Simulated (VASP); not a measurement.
Input of a VASP 6.6.1 run:

File POSCAR:

```
ZnS
1.0
    3.8109987816      0.0000000000      0.0000000000
   -1.9054993908      3.3004217586      0.0000000000
    0.0000000000      0.0000000000      6.2340000000
Zn S
2 2
Direct
    0.3991834964      0.7148723317     -0.0360923965
    0.6666666667      0.3333333333      0.5000000000
    0.3333333333      0.6666666667      0.3850000000
    0.6666666667      0.3333333333      0.8850000000
```

File INCAR.step1:

```
ALGO = Normal
EDIFF = 1E-4
ENCUT = 520
GGA = PE
ISMEAR = 0
LASPH = True
LCHARG = False
LREAL = False
LWAVE = True
NBANDS = 26
NELM = 60
PREC = Accurate
SIGMA = 0.05
```

File INCAR.step2:

```
ALGO = Normal
EDIFF = 1E-6
ENCUT = 520
ISIF = 2
ISMEAR = 0
ISTART = 1
LASPH = True
LCHARG = False
LMIXTAU = True
LREAL = False
LWAVE = False
METAGGA = R2SCAN
NBANDS = 26
NELM = 60
PREC = Accurate
SIGMA = 0.05
```

The input KPOINTS:

```
k-points
0
Gamma
  6 6 4
```

Potentials or basis: VASP PAW PBE potentials, release 64 (Zn, S).

Launch:

```sh
$ cat potpaw_PBE.64/Zn/POTCAR potpaw_PBE.64/S/POTCAR > POTCAR
$ cp INCAR.step1 INCAR
$ mpirun -np 1 vasp_std > vasp.out
$ cp INCAR.step2 INCAR
$ mpirun -np 1 vasp_std > vasp.out
```

Problem. What does it give for the largest force?

Solution. 2.348 eV/Å.

Problem. Predict the pressure.

Solution. 2.5 GPa.

Problem. Estimate the band gap on the k mesh.

Solution. 2.66 eV.

Forces in eV/Å, atoms in the order of the input:
```
Zn  -0.861 -1.663  1.416
Zn  -0.010 -0.010 -0.079
S    0.073  0.058 -0.545
S    0.799  1.615 -0.792
```

Caveat: the cell differs from its parent crystal (atom 1 (Zn) moved by (+0.225, -0.225) A along [1 1 0] and z); the stress differs along the axes, from -1 to 8 GPa; the PAW data sets were made with another functional, which shifts forces and pressure a little.
